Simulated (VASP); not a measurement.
Write the native input for VASP 6.6.1 that does the following.

* Task: single point
* Functional: PBE
* Potentials or basis: VASP PAW PBE potentials, release 64 (Na_pv, Cl)
* Cutoff: 500 eV
* k mesh: 8 × 8 × 8
* Occupations: fermi-dirac, width 0.02 eV
* Spin: no spin polarisation
* Dipole correction: no
* Further INCAR settings: ALGO = Normal; EDIFF = 1e-06; NBANDS = 14

The structure of NaCl lies in POSCAR:

```
NaCl
1.0
    2.8883186734      0.0000000000      0.0000000000
    0.0000000000      2.8883186734      0.0000000000
    0.0000000000      0.0000000000      2.8883186734
Na Cl
1 1
Direct
    0.0000000000      0.0000000000      0.0000000000
    0.5000000000      0.5000000000      0.5000000000
```

This cell differs from its parent crystal: volume scaled by 1.03.

These files were run (other wordings do the same):

INCAR

```
SYSTEM = NaCl
PREC = Accurate ; ENCUT = 500
EDIFF = 1E-6 ; ISMEAR = -1
SIGMA = 0.02 ; LREAL = .FALSE.
LASPH = .TRUE. ; NELM = 120
ALGO = Normal ; ISIF = 2
LWAVE = .FALSE. ; LCHARG = .FALSE.
GGA = PE ; NBANDS = 14
GGA_COMPAT = .FALSE.
```

KPOINTS

```
regular mesh
0
G
  8 8 8
  0 0 0
```

Potentials or basis: VASP PAW PBE potentials, release 64 (Na_pv, Cl).

Run with:

```sh
$ cat potpaw_PBE.64/Na_pv/POTCAR potpaw_PBE.64/Cl/POTCAR > POTCAR
$ mpirun -np 1 vasp_std > vasp.out
```

It gave:

| Item | Value |
| --- | --- |
| Pressure | 57.9 GPa |
| Band gap on the k mesh | 4.53 eV, direct |

Run time: 8.2 s on 1 thread of Intel(R) Xeon(R) Platinum 8488C (Sapphire Rapids) (shared host), peak memory 0.13 GiB.
